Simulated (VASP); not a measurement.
Write the native input for VASP 6.6.1 that does the following.

```
Task                   : single point
Functional             : PBE
Potentials or basis    : VASP PAW PBE potentials, release 64 (Ni, O)
Cutoff                 : 520 eV
k mesh                 : 10 × 10 × 10
Occupations            : gaussian, width 0.05 eV
Spin                   : collinear spin, antiferromagnetic start
Starting moments       : [1.85, -1.85, 0.0, 0.0] μB
Hubbard terms          : Ni d U = 6.2 eV
Dipole correction      : no
Further INCAR settings : ALGO = Normal; EDIFF = 1e-07; NBANDS = 28
```

The structure of NiO lies in POSCAR:

```
NiO
1.0
    0.0000000000      2.1246272113      2.1246272113
    2.1246272113      0.0000000000      2.1246272113
    4.2462731157      2.1216459044     -2.1216459044
Ni O
2 2
Direct
    0.0000000000      0.0000000000      0.0000000000
    0.5000000000      0.0000000000      0.5000000000
    0.7500000000      0.4999999999      0.2500000001
    1.2500000000      0.5000000001      0.7499999999
```

One way to write it, as run:

INCAR

```
PREC = Accurate ; ENCUT = 520
EDIFF = 1E-7 ; ISMEAR = 0
SIGMA = 0.05 ; LREAL = F
LASPH = T ; NELM = 150
ALGO = Normal ; ISIF = 2
LWAVE = F ; LCHARG = T
ISPIN = 2 ; MAGMOM = 1.85 -1.85 0 0
LORBIT = 11 ; LMAXMIX = 4
LDAU = T ; LDAUTYPE = 2
LDAUL = 2 -1 ; LDAUU = 6.2 0
LDAUJ = 0 0 ; LDAUPRINT = 1
GGA = PE ; LELF = T
LVHAR = T ; NBANDS = 28
```

KPOINTS

```
regular mesh
0
Gamma
  10 10 10
```

Potentials or basis: VASP PAW PBE potentials, release 64 (Ni, O).

Run with:

```bash
$ cat potpaw_PBE.64/Ni/POTCAR potpaw_PBE.64/O/POTCAR > POTCAR
$ mpirun -np 1 vasp_std > vasp.out
```

It gave:

```
Pressure                                              : -7.6 GPa
Band gap on the k mesh                                : 3.05 eV
Net moment                                            : 0.00 μB per cell
Site moments                                          : Ni +1.76, -1.76; O +0.00 μB
Valence electrons inside the program's atomic spheres : Ni 8.91; O 5.00
```

Caveat: the cell stands under tension.

Run time: 100 s on 1 thread of Intel(R) Xeon(R) 6975P-C (Granite Rapids), with other jobs on the host, peak memory 0.31 GiB.
